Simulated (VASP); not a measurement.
Here is a VASP 6.6.1 calculation.

INCAR

```
SYSTEM = Hf
ALGO = Normal
EDIFF = 1E-6
ENCUT = 520
GGA = PS
ISIF = 2
ISMEAR = 0
LASPH = .True.
LCHARG = .False.
LREAL = .False.
LWAVE = .False.
NBANDS = 22
NELM = 100
PREC = Accurate
SIGMA = 0.1
```

File KPOINTS:

```
k-points
0
Gamma
  12 12 16
  0 0 0
```

Contents of POSCAR:

```
Hf
1.0
    4.4938747852      0.0000000000      0.0000000000
   -2.2469373926      3.8918097254      0.0000000000
    0.0000000000      0.0000000000      2.7989108622
Hf
3
Direct
    0.6666666667      0.3333333333      0.5000000000
    0.3333333333      0.6666666667      0.5000000000
    0.0000000000      0.0000000000      0.0000000000
```

Potentials or basis: VASP PAW PBE potentials, release 64 (Hf_pv).

Command:

```console
$ cat potpaw_PBE.64/Hf_pv/POTCAR > POTCAR
$ mpirun -np 1 vasp_std > vasp.out
```

(1) Estimate the pressure.

(2) Estimate the band gap on the k mesh.

## Answers

(1) 49.6 GPa.

(2) zero (band 15 reaches 7.63 eV, above the bottom of band 16 at 6.43 eV).

Caveat: the PAW data sets were made with another functional, which shifts forces and pressure a little; spin-orbit coupling is left out, which moves the levels of the heavy elements.
